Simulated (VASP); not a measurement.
The system is FePt (Tetraferroplatinum).

```
CELL_PARAMETERS angstrom
2.72350 0.00000 0.00000
0.00000 2.72350 0.00000
0.00000 0.00000 3.72000
ATOMIC_POSITIONS crystal
Fe 0.00000 0.00000 0.00000
Pt 0.50000 0.50000 0.50000
```

Base run:

| Quantity | Value |
| --- | --- |
| Program | VASP 6.6.1 |
| Functional | PBE |
| Potentials or basis | VASP PAW PBE potentials, release 64 (Fe, Pt) |
| Cutoff | 520 eV |
| k mesh | 12 × 12 × 9 |
| Occupations | fermi-dirac, width 0.1 eV |
| Spin | collinear spin, ferromagnetic start |
| Starting moments | [3.32, 0.47] μB |
| Fixed moment | 3.4 μB |

Its results: pressure 4.1 GPa; site moments Fe +2.99; Pt +0.38 μB.

Question: The run is repeated on the same cell with these changes: fixed moment from 3.4 μB to 1.7 μB; moments at the start from [3.32, 0.47] to [1.94, 0.01]. What comes out?

Answer: Pressure -6.9 GPa; site moments Fe +1.75; Pt -0.04 μB.

Caveats: the total moment is fixed, so each spin has its own Fermi level.
